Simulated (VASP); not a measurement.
Wanted: the native input for a VASP 6.6.1 run.

* Task: single point
* Functional: PBEsol
* Potentials or basis: VASP PAW PBE potentials, release 64 (Al, Cu_sv_GW)
* Cutoff: 820 eV
* k mesh: 16 × 16 × 16
* Occupations: gaussian, width 0.15 eV
* Spin: no spin polarisation
* Dipole correction: no
* Further INCAR settings: ALGO = Normal; EDIFF = 1e-06; NBANDS = 18

The structure of AlCu lies in POSCAR:

```
AlCu
1.0
    2.9066309463      0.0000000000      0.0000000000
    0.0000000000      2.9066309463      0.0000000000
    0.0000000000      0.0000000000      2.9066309463
Al Cu
1 1
Direct
    0.0000000000      0.0000000000      0.0000000000
    0.5000000000      0.5000000000      0.5000000000
```

The input as run:

INCAR

```
SYSTEM = AlCu
PREC = Accurate
ENCUT = 820
EDIFF = 1E-6
ISMEAR = 0
SIGMA = 0.15
LREAL = .FALSE.
LASPH = .TRUE.
NELM = 120
ALGO = Normal
ISIF = 2
LWAVE = .FALSE.
LCHARG = .FALSE.
GGA = PS
NBANDS = 18
GGA_COMPAT = .FALSE.
```

KPOINTS

```
Automatic mesh
0
G
  16 16 16
  0 0 0
```

Potentials or basis: VASP PAW PBE potentials, release 64 (Al, Cu_sv_GW).

The run is started by

```console
$ cat potpaw_PBE.64/Al/POTCAR potpaw_PBE.64/Cu_sv_GW/POTCAR > POTCAR
$ mpirun -np 1 vasp_std > vasp.out
```

It gave:

```yaml
Pressure: 7.0 GPa
Band_gap_on_the_k_mesh: zero (bands 11 and 12 overlap by 4.92 eV)
```

Caveat: the cell stands under pressure; the PAW data sets were made with another functional, which shifts forces and pressure a little.

Wall time 110 s on 1 thread of Intel(R) Xeon(R) Platinum 8488C (Sapphire Rapids), on a shared host, peak memory 0.31 GiB.
